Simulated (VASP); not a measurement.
Runs of VASP 6.6.1 on InH. The structure is that of space group P6/mmm (No. 191), or close to it. The cells are those of the table. 

```tsv
task	cell	k mesh	cutoff (eV)	gap on the mesh (eV)	pressure (GPa)	relaxed volume (Å³/atom)
single point	a = 3.385, b = 3.385, c = 3.689 Å, angles 90.0, 90.0, 120.0°, 2 atoms	6 × 6 × 6	520	none	(a)	-
single point	a = 3.169, b = 3.169, c = 3.895 Å, angles 90.0, 90.0, 120.0°, 2 atoms	24 × 24 × 14	520	none	-0.1	-
relaxation of cell and atoms	relaxed from a = 3.167, b = 3.167, c = 3.880 Å, angles 90.0, 90.0, 120.0°, 2 atoms	24 × 24 × 14	600	none	0.0	16.93
single point	a = 3.167, b = 3.167, c = 3.880 Å, angles 90.0, 90.0, 120.0°, 2 atoms	6 × 6 × 6	520	none	0.0	-
relaxation of cell and atoms	relaxed from a = 3.385, b = 3.385, c = 3.689 Å, angles 90.0, 90.0, 120.0°, 2 atoms	6 × 6 × 6	600	none	0.1	16.88
```

Alike in all rows: level PBE; potentials or basis VASP PAW PBE potentials, release 64 (In_d, H); no spin polarisation; smearing gaussian 0.1 eV.

Question: Estimate the missing entries.

Answer: (a) 0.5.

Caveats: some runs use coarse meshes; spin-orbit coupling is left out, which moves the levels of the heavy elements.

A k mesh can miss the band edges, and the runs leave out spin-orbit coupling on In.

A gap of «none» marks levels without a gap at the run's occupations.
